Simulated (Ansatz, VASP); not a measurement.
## One calculation of GaP, two programs

```xyz
2
Lattice="0.0000 2.4724 2.4724 2.4724 0.0000 2.4724 2.4724 2.4724 0.0000" Properties=species:S:1:pos:R:3 pbc="T T T"
Ga    0.0000    0.0000    0.0000
P     2.4724    2.4724    2.4724
```

Change from the starting cell: volume scaled by 0.88, LAPW.

Alike in both runs: task single point; functional PBE; k mesh 14 × 14 × 14; occupations fermi-dirac, width 0.1 eV; no spin polarisation.

|  | VASP | Ansatz |
| --- | --- | --- |
| version | VASP 6.6.1 | Ansatz 0.2.0 |
| potentials or method | VASP PAW PBE potentials, release 64 (Ga_d, P), cutoff 520 eV | all-electron LAPW, scalar-relativistic |

```tsv
	VASP	Ansatz	Ansatz less VASP
pressure (GPa)	15.1	15.0	-0.06
```

Ansatz ran all-electron here, and VASP with PAW potentials.
